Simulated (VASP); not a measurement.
Wanted: the native input for a VASP 6.6.1 run.

- Task: single point
- Functional: PBE
- Potentials or basis: VASP PAW PBE potentials, release 64 (P)
- Cutoff: 520 eV
- k mesh: 15 × 15 × 15
- Occupations: fermi-dirac, width 0.05 eV
- Spin: no spin polarisation
- Dipole correction: no
- k mesh for the DOS: 23 × 23 × 23
- Occupations for the DOS: tetrahedron
- Further INCAR settings: ALGO = Normal; EDIFF = 1e-07

P:

```
P
1.0
     1.04463   -0.60312    3.40792
     0.00000    1.20624    3.40792
    -1.04463   -0.60312    3.40792
P
2
Cartesian
  0.0000 0.0000 2.5559
  0.0000 0.0000 -2.5559
```

This isn't the form of P at room conditions, which is orthorhombic.

These files were run (other wordings do the same):

POSCAR

```
P
1.0
    1.0446323086     -0.6031187446      3.4079196486
    0.0000000000      1.2062374892      3.4079196486
   -1.0446323086     -0.6031187446      3.4079196486
P
2
Direct
    0.2500001350      0.2500001350      0.2500001350
   -0.2500001350     -0.2500001350     -0.2500001350
```

INCAR.step1

```
PREC = Accurate
ENCUT = 520
EDIFF = 1E-7
ISMEAR = -1
SIGMA = 0.05
LREAL = False
LASPH = True
NELM = 80
ALGO = Normal
ISIF = 2
LWAVE = False
LCHARG = True
GGA = PE
NBANDS = 12
```

KPOINTS.step1

```
regular mesh
0
Gamma
  15 15 15
```

INCAR.step2

```
PREC = Accurate
ENCUT = 520
EDIFF = 1E-7
ISMEAR = -5
SIGMA = 0.05
LREAL = False
LASPH = True
NELM = 80
ALGO = Normal
ISIF = 2
LWAVE = False
LCHARG = False
GGA = PE
LORBIT = 10
NEDOS = 2001
ICHARG = 11
```

KPOINTS.step2

```
regular mesh
0
Gamma
  23 23 23
```

Potentials or basis: VASP PAW PBE potentials, release 64 (P).

The run is started by

```bash
$ cat potpaw_PBE.64/P/POTCAR > POTCAR
$ cp INCAR.step1 INCAR
$ cp KPOINTS.step1 KPOINTS
$ mpirun -np 1 vasp_std > vasp.out
$ cp INCAR.step2 INCAR
$ cp KPOINTS.step2 KPOINTS
$ mpirun -np 1 vasp_std > vasp.out
```

Results of the run:

```yaml
Valence_electrons_inside_the_program's_atomic_spheres: P 2.76
```

Wall time 5 min on 1 thread of Intel Xeon 8259CL (shared host), peak memory 0.24 GiB.
